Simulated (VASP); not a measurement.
Input of a VASP 6.6.1 run:

The input INCAR:

```
  PREC = Accurate
  ENCUT = 520
  EDIFF = 1E-6
  ISMEAR = 0
  SIGMA = 0.1
  LREAL = F
  LASPH = T
  NELM = 80
  ALGO = Fast
  ISIF = 2
  LWAVE = F
  LCHARG = F
  GGA = PS
  NBANDS = 34
```

File KPOINTS:

```
regular mesh
0
Gamma
  10 10 10
```

File POSCAR:

```
CoSn3
1.0
    4.2771191833      0.0000000000      0.0000000000
    0.0000000000      4.2771191833      0.0000000000
    0.0000000000      0.0000000000      4.2771191833
Sn Co
3 1
Direct
    0.0000000000      0.5000000000      0.5000000000
    0.5000000000      0.0000000000      0.5000000000
    0.5000000000      0.5000000000      0.0000000000
    0.0000000000      0.0000000000      0.0000000000
```

Potentials or basis: VASP PAW PBE potentials, release 64 (Sn_d, Co).

Command:

```sh
$ cat potpaw_PBE.64/Sn_d/POTCAR potpaw_PBE.64/Co/POTCAR > POTCAR
$ mpirun -np 1 vasp_std > vasp.out
```

Q: Estimate the band gap on the k mesh.

A: Zero (an odd number of electrons rules out a gap without spin polarisation).

Q: What does it give for the pressure?

A: 6.0 GPa.

Caveat: the cell stands under pressure; the PAW data sets were made with another functional, which shifts forces and pressure a little; spin-orbit coupling is left out, which moves the levels of the heavy elements; the run has no spin polarisation, though such a crystal can be magnetic. Spin polarisation is off, so any magnetic state and its effect on volume and gap are missing.
